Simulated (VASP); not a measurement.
A run of VASP 6.6.1 is set up as follows.

The input INCAR:

```
SYSTEM = Tc3Pb
ALGO     = Normal         ! electronic algorithm
EDIFF    = 1E-6           ! SCF threshold, eV
ENCUT    = 520            ! plane-wave cutoff, eV
ISIF     = 2              ! what is computed and relaxed
ISMEAR   = 1              ! smearing method
LASPH    = .True.         ! aspherical terms in the spheres
LCHARG   = .True.         ! write CHGCAR
LELF     = .True.         ! ELF
LREAL    = .False.        ! projectors in reciprocal space
LVHAR    = .True.       
LWAVE    = .False.        ! write WAVECAR
NBANDS   = 34             ! bands
NELM     = 100            ! most SCF steps
PREC     = Accurate       ! precision mode
SIGMA    = 0.05           ! smearing width, eV
```

The input KPOINTS:

```
k-points
0
Gamma
  6 6 6
  0 0 0
```

File POSCAR:

```
Tc3Pb
1.0
    0.0000000000      3.1349408330      3.1349408330
    3.1349408330      0.0000000000      3.1349408330
    3.1349408330      3.1349408330      0.0000000000
Pb Tc
1 3
Direct
    0.0000000000      0.0000000000      0.0000000000
    0.5000000000      0.5000000000      0.5000000000
    0.2500000000      0.2500000000      0.2500000000
    0.7500000000      0.7500000000      0.7500000000
```

Potentials or basis: VASP PAW LDA potentials, release 64 (Pb_d, Tc_pv).

Launch:

```bash
$ cat potpaw_LDA.64/Pb_d/POTCAR potpaw_LDA.64/Tc_pv/POTCAR > POTCAR
$ mpirun -np 1 vasp_std > vasp.out
```

Q: Predict the band gap on the k mesh.

A: Zero (an odd number of electrons rules out a gap without spin polarisation).

Q: Estimate the pressure.

A: 4.3 GPa.

Caveat: the cell stands under pressure; spin-orbit coupling is left out, which moves the levels of the heavy elements.
